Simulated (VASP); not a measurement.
# Ba2ZrS4 (I4/mmm) in VASP: relaxation of shape and atoms at fixed volume with r2SCAN

Aim: the relaxation of shape and atoms at fixed volume of Ba2ZrS4 with r2SCAN.

Program: VASP 6.6.1. These are calculated values, not measurements. Logs are shortened: lines on timing, memory, paths and dates and some standing lists are left out, and cuts for length are marked.

### Step 1. The cell of the first run

The structure is tetragonal, space group I4/mmm (No. 139). The conventional cell has a = 4.830 Å, b = 4.830 Å, c = 15.320 Å, α = 90.00°, β = 90.00°, γ = 90.00°. Within 4.1 Å of Ba (site symmetry 4mm) lie 9 S at 2.96 to 3.43 Å and 4 Zr at 4.05 Å. Zr (site symmetry 4/mmm) has 6 S at 2.41 to 2.53 Å within 3.2 Å. Within 3.5 Å of S (site symmetry mmm) lie 2 Zr at 2.41 Å and 4 Ba at 3.25 Å and 8 S at 3.42 to 3.50 Å. Within 3.3 Å of S (site symmetry 4mm) lie 1 Zr at 2.53 Å and 1 Ba at 2.96 Å.

### Step 2. Relaxation of shape and atoms at fixed volume, r2SCAN (25.52 Å³/atom)

Input file POSCAR:

```
Ba2ZrS4
1.0
   -2.4147844885      2.4147844885      7.6599980725
    2.4147844885     -2.4147844885      7.6599980725
    2.4147844885      2.4147844885     -7.6599980725
Ba Zr S
2 1 4
Direct
    0.6418604229      0.6418604229      0.0000000000
    0.3581395771      0.3581395771      0.0000000000
    0.0000000000      0.0000000000      0.0000000000
    0.5000000000      0.0000000000      0.5000000000
    0.0000000000      0.5000000000      0.5000000000
    0.8349372716      0.8349372716      0.0000000000
    0.1650627284      0.1650627284      0.0000000000
```

Input file INCAR.step1:

```
SYSTEM = Ba2ZrS4
PREC = Accurate
ENCUT = 550
ISMEAR = 0
SIGMA = 0.02
LREAL = .False.
LASPH = .True.
NELM = 120
GGA = PE
ALGO = Normal
EDIFF = 1E-5
LWAVE = .True.
LCHARG = .False.
GGA_COMPAT = .False.
IBRION = 2
ISIF = 3
EDIFFG = -0.005
NELMIN = 4
NSW = 100
KPAR = 4
```

Input file INCAR.step2:

```
SYSTEM = Ba2ZrS4
PREC = Accurate
ENCUT = 550
EDIFF = 1E-7
ISMEAR = 0
SIGMA = 0.02
LREAL = .False.
LASPH = .True.
NELM = 120
ALGO = Normal
ISIF = 4
LWAVE = .False.
LCHARG = .False.
METAGGA = R2SCAN
LMIXTAU = .True.
IBRION = 2
NSW = 50
EDIFFG = -0.01
ISTART = 1
GGA_COMPAT = .False.
NELMIN = 4
KPAR = 4
```

Input file KPOINTS:

```
Automatic mesh
0
Gamma
  8 8 8
  0 0 0
```

Potentials or basis: VASP PAW PBE potentials, release 64 (Ba_sv, Zr_sv, S).

The run is started by

```
cat potpaw_PBE.64/Ba_sv/POTCAR potpaw_PBE.64/Zr_sv/POTCAR potpaw_PBE.64/S/POTCAR > POTCAR
cp INCAR.step1 INCAR
mpirun -np 4 vasp_std > vasp.out
cp INCAR.step2 INCAR
mpirun -np 4 vasp_std > vasp.out
```

OUTCAR:

```text
SYSTEM = Ba2ZrS4
   PREC = Accurate
   ENCUT = 550
   EDIFF = 1E-7
   ISMEAR = 0
   LREAL = .False.
   LASPH = .True.
   NELM = 120
   ISIF = 4
   METAGGA = R2SCAN
   IBRION = 2
   NSW = 50
   EDIFFG = -0.01
   ISTART = 1
   NELMIN = 4

 ion  position               nearest neighbor table
   1  0.642  0.642  0.000-   6 2.96   5 3.25   4 3.25   4 3.25   5 3.25   7 3.43   7 3.43   7 3.43
                             7 3.43   3 4.05   3 4.05   3 4.05   3 4.05   2 4.35
   2  0.358  0.358  0.000-   7 2.96   4 3.25   5 3.25   4 3.25   5 3.25   6 3.43   6 3.43   6 3.43
                             6 3.43   3 4.05   3 4.05   3 4.05   3 4.05   1 4.35
   3  0.000  0.000  0.000-   4 2.41   5 2.41   5 2.41   4 2.41   6 2.53   7 2.53   1 4.05   1 4.05
                             2 4.05   1 4.05   2 4.05   2 4.05   1 4.05   2 4.05
   4  0.500  0.000  0.500-   3 2.41   3 2.41   1 3.25   1 3.25   2 3.25   2 3.25
   5  0.000  0.500  0.500-   3 2.41   3 2.41   1 3.25   1 3.25   2 3.25   2 3.25
   6  0.835  0.835  0.000-   3 2.53   1 2.96   2 3.43   2 3.43   2 3.43   2 3.43
   7  0.165  0.165  0.000-   3 2.53   2 2.96   1 3.43   1 3.43   1 3.43   1 3.43

  LATTYP: Found a body centered tetragonal cell.
 ALAT       =     4.8295689770
 C/A-ratio  =     3.1721249283

  Lattice vectors:

 A1 = (  -2.4147844885,   2.4147844885,   7.6599980725)
 A2 = (   2.4147844885,  -2.4147844885,   7.6599980725)
 A3 = (   2.4147844885,   2.4147844885,  -7.6599980725)

Analysis of symmetry for initial positions (statically):
=====================================================================
 Subroutine PRICEL returns:
 Original cell was already a primitive cell.

 Routine SETGRP: Setting up the symmetry group for a
 body centered tetragonal supercell.

 Subroutine GETGRP returns: Found 16 space group operations
 (whereof 16 operations were pure point group operations)
 out of a pool of 16 trial point group operations.

The static configuration has the point symmetry D_4h.

Analysis of symmetry for dynamics (positions and initial velocities):
=====================================================================
 Subroutine PRICEL returns:
 Original cell was already a primitive cell.

 Routine SETGRP: Setting up the symmetry group for a
 body centered tetragonal supercell.

 Subroutine GETGRP returns: Found 16 space group operations
 (whereof 16 operations were pure point group operations)
 out of a pool of 16 trial point group operations.

The dynamic configuration has the point symmetry D_4h.

 Subroutine INISYM returns: Found 16 space group operations
[... 116 lines left out ...]
   TEBEG  =    0.0;   TEEND  =   0.0 temperature during run
   PSTRESS=    0.0 pullay stress
   NELECT =      56.0000    total number of electrons
   NUPDOWN=      -1.0000    fix difference up-down
   EMIN   =  10.00;   EMAX   =-10.00  energy-range for DOS
   EFERMI =   0.00;   METHOD = LEGACY
   ISMEAR =     0;   SIGMA  =   0.02  broadening in eV -4-tet -1-fermi 0-gaus
   EFERMI_NEDOS =   21; number of points for ismear=-14 and -15
   IALGO  =     38    algorithm
   IMIX   =      4    mixing-type and parameters
     AMIX     =   0.40;   BMIX     =  1.00
     AMIX_MAG =   1.60;   BMIX_MAG =  1.00
  volume/ion in A,a.u.               =      25.52       172.24
  Fermi-wavevector in a.u.,A,eV,Ry     =   1.112045  2.101460 16.825565  1.236644
  Thomas-Fermi vector in A             =   2.248615
   LORBIT       =      0    0 simple, 1 ext, 2 COOP (PROOUT), +10 PAW based schemes
   METAGGA = R2SCAN    functional components
   LHFCALC =     F    Hartree Fock is set to
   AEXX    =    0.0000 exact exchange contribution
   IVDW    =     0    specifies the selected vdW correction
   LEPSILON=     F    determine dielectric tensor
   LRPA    =     F    only Hartree local field effects (RPA)
 conjugate gradient relaxation of ions
 non-spin polarized calculation
 Gauss-broadening in eV      SIGMA  =   0.02
  energy-cutoff  :      550.00
  volume of cell :      178.67
 maximum number of plane-waves:      5258
   NGX = 33   NGY = 33   NGZ = 33

--------------------------------------- Ionic step        1  -------------------------------------------

 number of electron      55.9999999 magnetization

 Free energy of the ion-electron system (eV)
  ---------------------------------------------------
  ext. energy  EPLUGINS =         0.00000000
  ---------------------------------------------------
  free energy    TOTEN  =      -122.69158394 eV

  energy without entropy =     -122.69158394  energy(sigma->0) =     -122.69158394

------------------------ aborting loop because EDIFF is reached ----------------------------------------

  FORCE on cell =-STRESS in cart. coord.  units (eV):
  Direction    XX          YY          ZZ          XY          YZ          ZX
  --------------------------------------------------------------------------------------
  -------------------------------------------------------------------------------------
  Total        8.2823186      8.2823186      9.0400665      0.0000000      0.0000000      0.0000000
  in kB       74.2706301     74.2706301     81.0656376      0.0000000      0.0000000      0.0000000
  external PRESSURE =      76.5356326 kB  Pullay stress =       0.0000000 kB
[... 110 lines left out ...]
--------------------------------------- Ionic step        4  -------------------------------------------

 number of electron      55.9999999 magnetization

 Free energy of the ion-electron system (eV)
  ---------------------------------------------------
  ext. energy  EPLUGINS =         0.00000000
  ---------------------------------------------------
  free energy    TOTEN  =      -122.69326639 eV

  energy without entropy =     -122.69326639  energy(sigma->0) =     -122.69326639

 E-fermi :   3.5202     XC(G=0):  -9.9341

 val. band max:        3.4123662229   @ k =   0.5000   0.5000   0.0000
 cond. band min:       4.1962067141   @ k =   0.0000   0.0000   0.0000
 fundamental gap:      0.7838404912
 Fermi energy:         3.5201525049

 k-point     1 :       0.0000    0.0000    0.0000
  band No.  band energies     occupation
      1     -46.6797      2.00000
      2     -24.1900      2.00000
      3     -24.1900      2.00000
      4     -23.9865      2.00000
      5     -23.7941      2.00000
      6     -23.7550      2.00000
[... 853 lines left out ...]
     32       8.5684      0.00000
     33       8.7807      0.00000

 [... further k-points ...]

------------------------ aborting loop because EDIFF is reached ----------------------------------------

  FORCE on cell =-STRESS in cart. coord.  units (eV):
  Direction    XX          YY          ZZ          XY          YZ          ZX
  --------------------------------------------------------------------------------------
  -------------------------------------------------------------------------------------
  Total        8.4527424      8.4527424      8.4407581      0.0000000      0.0000000      0.0000000
  in kB       75.7988837     75.7988837     75.6914156      0.0000000      0.0000000      0.0000000
  external PRESSURE =      75.7630610 kB  Pullay stress =       0.0000000 kB
[... 22 lines left out ...]
  FREE ENERGIE OF THE ION-ELECTRON SYSTEM (eV)
  ---------------------------------------------------
  free  energy   TOTEN  =      -122.6932663943 eV

  energy  without entropy=     -122.6932663943  energy(sigma->0) =     -122.69326639

 reached required accuracy - stopping structural energy minimisation
```

OUTCAR.step1:

```text
SYSTEM = Ba2ZrS4
   PREC = Accurate
   ENCUT = 550
   ISMEAR = 0
   LREAL = .False.
   LASPH = .True.
   NELM = 120
   GGA = PE
   EDIFF = 1E-5
   IBRION = 2
   ISIF = 3
   EDIFFG = -0.005
   NELMIN = 4
   NSW = 100
[... 1302 lines left out ...]
 fundamental gap:      0.6289014198
 Fermi energy:         3.1486205846

 k-point     1 :       0.0000    0.0000    0.0000
  band No.  band energies     occupation
      1     -45.9265      2.00000
      2     -24.0311      2.00000
      3     -24.0311      2.00000
      4     -23.9050      2.00000
      5     -23.9028      2.00000
      6     -23.8507      2.00000
[... 889 lines left out ...]
  FREE ENERGIE OF THE ION-ELECTRON SYSTEM (eV)
  ---------------------------------------------------
  free  energy   TOTEN  =       -42.2061818163 eV

  energy  without entropy=      -42.2061818163  energy(sigma->0) =      -42.20618182

 reached required accuracy - stopping structural energy minimisation
```

OSZICAR.step1:

```text
N       E                     dE             d eps       ncg     rms          rms(c)
DAV:   1     0.444797202331E+03    0.44480E+03   -0.27114E+04  3894   0.160E+03
DAV:   2    -0.792701886544E+01   -0.45272E+03   -0.44543E+03  5479   0.321E+02
DAV:   3    -0.432108125566E+02   -0.35284E+02   -0.35111E+02  5639   0.885E+01
[... 143 lines left out ...]
       N       E                     dE             d eps       ncg     rms          rms(c)
DAV:   1    -0.422063846902E+02   -0.15802E-03   -0.17663E-02  4132   0.683E-01    0.110E-01
DAV:   2    -0.422062404679E+02    0.14422E-03   -0.91206E-04  4841   0.162E-01    0.426E-02
DAV:   3    -0.422061820846E+02    0.58383E-04   -0.15804E-04  5309   0.666E-02    0.238E-02
DAV:   4    -0.422061818163E+02    0.26837E-06   -0.21423E-05  3829   0.226E-02
  20 F= -.42206182E+02 E0= -.42206182E+02  d E =0.236177E-04
```

It took 35 min on 4 MPI ranks of Intel Xeon 6975P-C (Granite Rapids), shared host; peak memory 0.96 GiB.

What came out:

* Free energy: -122.6933 eV
* Energy gained by relaxing: 0.2 meV/atom
* Ionic steps: 4
* Pressure after relaxing: 7.6 GPa
* Largest force after relaxing: 0.008 eV/Å
* Band gap on the k mesh: 0.78 eV (least direct gap 0.84 eV)

Forces on the atoms (eV/Å):
```
Ba   0.000  0.000  0.008
Ba   0.000  0.000 -0.008
Zr   0.000  0.000  0.000
S    0.000  0.000  0.000
S    0.000  0.000  0.000
S    0.000  0.000 -0.005
S    0.000  0.000  0.005
```

Step by step:
| step | energy change (eV) | largest force (eV/Å) | pressure (GPa) | volume (Å³) |
| --- | --- | --- | --- | --- |
| 1 | 0.0000 | 0.1187 | 7.65 | 178.67 |
| 2 | -0.0015 | 0.0270 | 7.57 | 178.67 |
| 3 | -0.0016 | 0.0208 | 7.59 | 178.67 |
| 4 | -0.0017 | 0.0082 | 7.58 | 178.67 |

Final structure:
```
CELL_PARAMETERS angstrom
-2.41159 2.41159 7.68029
2.41159 -2.41159 7.68029
2.41159 2.41159 -7.68029
ATOMIC_POSITIONS crystal
Ba 0.64191 0.64191 0.00000
Ba 0.35809 0.35809 0.00000
Zr 0.00000 0.00000 0.00000
S 0.50000 0.00000 0.50000
S 0.00000 0.50000 0.50000
S 0.83456 0.83456 0.00000
S 0.16544 0.16544 0.00000
```

Levels at points of the mesh, in eV from the valence-band top:
```tsv
k point	band 25	band 26	band 27	band 28	band 29	band 30	band 31	band 32
(0.00, 0.00, 0.00)	-0.99	-0.13	-0.13	-0.06	0.78	1.84	1.84	3.28
(0.50, 0.00, 0.00)	-1.57	-0.68	-0.54	-0.37	2.44	3.75	3.78	4.30
(0.50, 0.50, 0.00)	-1.00	-0.73	-0.16	0.00	4.16	4.31	4.33	4.41
(0.50, 0.50, 0.50)	-1.25	-0.91	-0.24	-0.24	0.79	2.57	2.57	2.82
```

Caveat: semilocal functionals underestimate gaps, and a narrow one can read as zero; the PAW data sets were made with another functional, which shifts forces and pressure a little; spin-orbit coupling is left out, which moves the levels of the heavy elements. A k mesh can miss the band edges.
